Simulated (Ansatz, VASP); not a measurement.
## One calculation of BeS, two programs

```
CELL_PARAMETERS angstrom
0.00000 2.42500 2.38863
2.42500 0.00000 2.38863
2.42500 2.42500 0.00000
ATOMIC_POSITIONS crystal
Be 0.00000 0.00000 0.00000
S 0.75000 0.75000 0.75000
```

Change from the starting cell: strain +0.000 along x and y, -0.015 along z, atoms carried along.

Alike in both runs: task single point; functional r2SCAN; k mesh 8 × 8 × 8; occupations gaussian, width 0.05 eV; no spin polarisation.

|  | VASP | Ansatz |
| --- | --- | --- |
| version | VASP 6.6.1 | Ansatz 0.2.0 |
| potentials or method | VASP PAW PBE potentials, release 64 (Be, S), cutoff 520 eV | scalar-relativistic, plane waves, PAW |
| valence electrons in the cell | 8 | 8 |

Ansatz gave:

| Item | Value |
| --- | --- |
| gap on the k mesh at the Fermi level (eV) | 3.39 |
| least direct gap on the mesh (eV) | 6.15 |
| pressure (GPa) | 2.7 |
| traceless stress, the component that is largest in VASP (GPa) | 1.01 |

Task: Estimate VASP's values.

Result: gap on the k mesh at the Fermi level (eV): 3.40; least direct gap on the mesh (eV): 6.18; pressure (GPa): 3.0; traceless stress, the component that is largest in VASP (GPa): 0.99.

VASP's potentials were made for PBE, not for r2SCAN. With one functional, cell and mesh, what is left measures potentials, basis and numerics.
